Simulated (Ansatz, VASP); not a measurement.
# Two plane-wave programs on SrCl2

The input POSCAR:

```
SrCl2
1.0
    3.4974589987      3.4974589987      0.0000000000
   -3.4974589987      3.4974589987      0.0000000000
    0.0000000000      3.4974589987      3.4974589987
Sr Cl
1 2
Direct
    0.0000000000      0.0000000000      0.0000000000
    0.2500000000      0.7500000000      0.5000000000
    0.7500000000      0.2500000000      0.5000000000
```

The input INCAR.step1:

```
ALGO     = Normal         # electronic algorithm
EDIFF    = 1E-4           # SCF threshold, eV
ENCUT    = 520            # plane-wave cutoff, eV
GGA      = PE             # functional
ISMEAR   = 0              # smearing method
LASPH    = True           # aspherical terms in the spheres
LCHARG   = False          # write CHGCAR
LREAL    = False          # projectors in reciprocal space
LWAVE    = True           # write WAVECAR
NBANDS   = 19             # bands
NELM     = 100            # most SCF steps
PREC     = Accurate       # precision mode
SIGMA    = 0.01           # smearing width, eV
```

Contents of INCAR.step2:

```
ALGO     = Normal         # electronic algorithm
EDIFF    = 1E-7           # SCF threshold, eV
ENCUT    = 520            # plane-wave cutoff, eV
ISIF     = 2              # what is computed and relaxed
ISMEAR   = 0              # smearing method
ISTART   = 1            
LASPH    = True           # aspherical terms in the spheres
LCHARG   = True           # write CHGCAR
LELF     = True           # ELF
LMIXTAU  = True         
LREAL    = False          # projectors in reciprocal space
LVHAR    = True         
LWAVE    = False          # write WAVECAR
METAGGA  = R2SCAN         # meta-GGA
NBANDS   = 19             # bands
NELM     = 100            # most SCF steps
PREC     = Accurate       # precision mode
SIGMA    = 0.01           # smearing width, eV
```

Contents of KPOINTS:

```
k-points
0
Gamma
  6 6 6
```

Input for Ansatz:

```yaml
crystal:
  lattice:
    - [3.4974589987, 3.4974589987, 0.0]
    - [-3.4974589987, 3.4974589987, 0.0]
    - [0.0, 3.4974589987, 3.4974589987]
  atoms:
    - { symbol: Sr, position: [0.0, 0.0, 0.0] }
    - { symbol: Cl, position: [0.25, 0.75, 0.5] }
    - { symbol: Cl, position: [0.75, 0.25, 0.5] }
kpoints:
  mp_grid: { grid: [6, 6, 6] }
scf:
  occupations: { method: fixed }
  convergence: { dr2_threshold: 1.0e-10 }
hamiltonian:
  xc: r2scan
  pseudopotentials: { kind: paw }
output:
  forces: true
  stress: true
  eigenstates:
    kpoints:
      - [0.0, 0.0, 0.0]
      - [-0.5, 0.5, 0.0]
      - [-0.5, -0.5, -0.5]
      - [0.0, 0.0, -0.5]
      - [0.0, -0.5, -0.5]
      - [0.0, 0.5, 0.0]
      - [-0.5, 0.0, 0.0]
      - [-0.5, 0.0, -0.5]
  eigenvalues: true
```

Change from the starting cell: unstrained.

Alike in both runs: task single point; functional r2SCAN; k mesh 6 × 6 × 6; no spin polarisation.

|  | VASP | Ansatz |
| --- | --- | --- |
| version | VASP 6.6.1 | Ansatz 0.2.0 |
| potentials or method | VASP PAW PBE potentials, release 64 (Sr_sv, Cl) | PAW with Ansatz's default frozen-core files, scalar-relativistic |
| plane-wave cutoff (eV) | 520 | 500 |
| occupations | gaussian, width 0.01 eV | fixed |
| valence electrons in the cell | 24 | 24 |

|  | VASP | Ansatz | Ansatz less VASP |
| --- | --- | --- | --- |
| gap on the k mesh at the Fermi level (eV) | 5.94 | 5.94 | 0.000 |
| pressure (GPa) | 0.0 | 0.0 | -0.05 |

VASP's potentials were made for PBE, not for r2SCAN.
